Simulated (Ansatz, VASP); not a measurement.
Two plane-wave programs on PbSe

Contents of INCAR:

```
PREC     = Accurate       # precision mode
ENCUT    = 520            # plane-wave cutoff, eV
EDIFF    = 1E-6           # SCF threshold, eV
ISMEAR   = 0              # smearing method
SIGMA    = 0.03           # smearing width, eV
LREAL    = F              # projectors in reciprocal space
LASPH    = T              # aspherical terms in the spheres
NELM     = 80             # most SCF steps
ALGO     = Normal         # electronic algorithm
ISIF     = 2              # what is computed and relaxed
LWAVE    = F              # write WAVECAR
LCHARG   = T              # write CHGCAR
GGA      = PE             # functional
IVDW     = 12             # dispersion correction
LELF     = T              # ELF
LVHAR    = T            
NBANDS   = 17             # bands
```

File KPOINTS:

```
regular mesh
0
Gamma
  10 10 10
```

The input POSCAR:

```
PbSe
1.0
    0.0000000000      2.9814936331      2.9340878843
    2.9814936331      0.0000000000      2.9340878843
    2.9814936331      2.9814936331      0.0000000000
Pb Se
1 1
Direct
    0.0000000000      0.0000000000      0.0000000000
    0.5000000000      0.5000000000      0.5000000000
```

Input for Ansatz:

```yaml
crystal:
  lattice:
    - [0.0, 2.9814936331, 2.9340878843]
    - [2.9814936331, 0.0, 2.9340878843]
    - [2.9814936331, 2.9814936331, 0.0]
  atoms:
    - { symbol: Pb, position: [0.0, 0.0, 0.0] }
    - { symbol: Se, position: [0.5, 0.5, 0.5] }
basis:
  ecutwfc: 420
kpoints:
  mp_grid: { grid: [10, 10, 10] }
hamiltonian:
  xc: pbe
  dispersion: d3bj
scf:
  occupations: { method: gaussian, width: 0.03 }
output:
  forces: true
  stress: true
  eigenvalues: true
```

Alike in both runs: task single point; functional PBE; dispersion D3(BJ); k mesh 10 × 10 × 10; occupations gaussian, width 0.03 eV; no spin polarisation.

|  | VASP | Ansatz |
| --- | --- | --- |
| version | VASP 6.6.1 | Ansatz 0.2.0 |
| potentials or method | VASP PAW PBE potentials, release 64 (Pb_d, Se), cutoff 520 eV | scalar-relativistic, plane waves, PAW |
| valence electrons in the cell | 20 | 30 |

VASP gave:

| Item | Value |
| --- | --- |
| gap on the k mesh at the Fermi level (eV) | 0.08 |
| least direct gap on the mesh (eV) | 0.08 |
| pressure (GPa) | 6.4 |
| traceless stress, the component that is largest in VASP (GPa) | 2.10 |

Question: What did Ansatz give for the same quantities?

Answer: gap on the k mesh at the Fermi level (eV): 0.08; least direct gap on the mesh (eV): 0.08; pressure (GPa): 6.4; traceless stress, the component that is largest in VASP (GPa): 2.09.

VASP's potentials hold 20 valence electrons a cell and Ansatz's 30, so a difference there can come from the potentials and not from the codes.

Spin-orbit coupling is off throughout.
